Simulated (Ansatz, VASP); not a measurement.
CdS in VASP and in Ansatz

```
Cd S
1.0
     4.07378    0.00000    0.00000
    -2.03689    3.52799    0.00000
     0.00000    0.00000    6.63784
Cd S
2 2
Direct
  0.33333 0.66667 0.99944
  0.66667 0.33333 0.49944
  0.33333 0.66667 0.37556
  0.66667 0.33333 0.87556
```

Alike in both runs: functional LDA; k mesh 7 × 7 × 4; occupations fermi-dirac, width 0.02 eV; no spin polarisation.

Ansatz relaxed the structure, and its values are those at the end. VASP's run is a single point on that final structure, the one shown.

|  | VASP | Ansatz |
| --- | --- | --- |
| version | VASP 6.6.1 | Ansatz 0.2.0 |
| potentials or method | VASP PAW LDA potentials, release 64 (Cd, S) | PAW with Ansatz's default frozen-core files, scalar-relativistic |
| plane-wave cutoff (eV) | 520 | 420 |
| valence electrons in the cell | 36 | 52 |

VASP gave:

- pressure (GPa): 0.6

Problem. What did Ansatz give for the same quantities?

Solution. Pressure (GPa): 0.0.

LDA's correlation is that of Perdew and Zunger in VASP and of Perdew and Wang (1992) in Ansatz. VASP's potentials hold 36 valence electrons a cell and Ansatz's 52, so a difference there can come from the potentials and not from the codes.
